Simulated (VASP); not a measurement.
Write the native input for VASP 6.6.1 that does the following.

```
Task                   : single point
Functional             : PBE
Dispersion             : D3(BJ)
Potentials or basis    : VASP PAW PBE potentials, release 64 (Tl_d, Te, O)
Cutoff                 : 520 eV
k mesh                 : 12 × 12 × 4
Occupations            : gaussian, width 0.1 eV
Spin                   : no spin polarisation
Dipole correction      : no
Further INCAR settings : ALGO = Fast; EDIFF = 1e-06; NBANDS = 30
```

The structure of Tl2Te2O lies in POSCAR:

```
Tl2Te2O
1.0
    3.6675505032      0.0000000000      0.0000000000
   -1.8337752516      3.1761919055      0.0000000000
    0.0000000000      0.0000000000     10.8552953625
Tl Te O
2 2 1
Direct
    0.6666666667      0.3333333333      0.1350936850
    0.3333333333      0.6666666667      0.8649063150
    0.3333333333      0.6666666667      0.4015750544
    0.6666666667      0.3333333333      0.5984249456
    0.0000000000      0.0000000000      0.0000000000
```

These files were run (other wordings do the same):

INCAR

```
SYSTEM = Tl2Te2O
ALGO = Fast
EDIFF = 1E-6
ENCUT = 520
GGA = PE
ISIF = 2
ISMEAR = 0
IVDW = 12
LASPH = .True.
LCHARG = .False.
LREAL = .False.
LWAVE = .False.
NBANDS = 30
NELM = 60
PREC = Accurate
SIGMA = 0.1
```

KPOINTS

```
k-points
0
Gamma
  12 12 4
  0 0 0
```

Potentials or basis: VASP PAW PBE potentials, release 64 (Tl_d, Te, O).

Run with:

```console
$ cat potpaw_PBE.64/Tl_d/POTCAR potpaw_PBE.64/Te/POTCAR potpaw_PBE.64/O/POTCAR > POTCAR
$ mpirun -np 1 vasp_std > vasp.out
```

Results of the run:

```yaml
Pressure: 0.0 GPa
Largest_force: 0.008 eV/Å
Band_gap_on_the_k_mesh: zero (bands 22 and 23 overlap by 1.90 eV)
Dispersion_energy_per_atom: -0.346 eV
```

Caveat: spin-orbit coupling is left out, which moves the levels of the heavy elements.

Wall time 4.3 min on 1 thread of Oxide Virtual Turin-like Processor, on a shared host, peak memory 0.38 GiB.
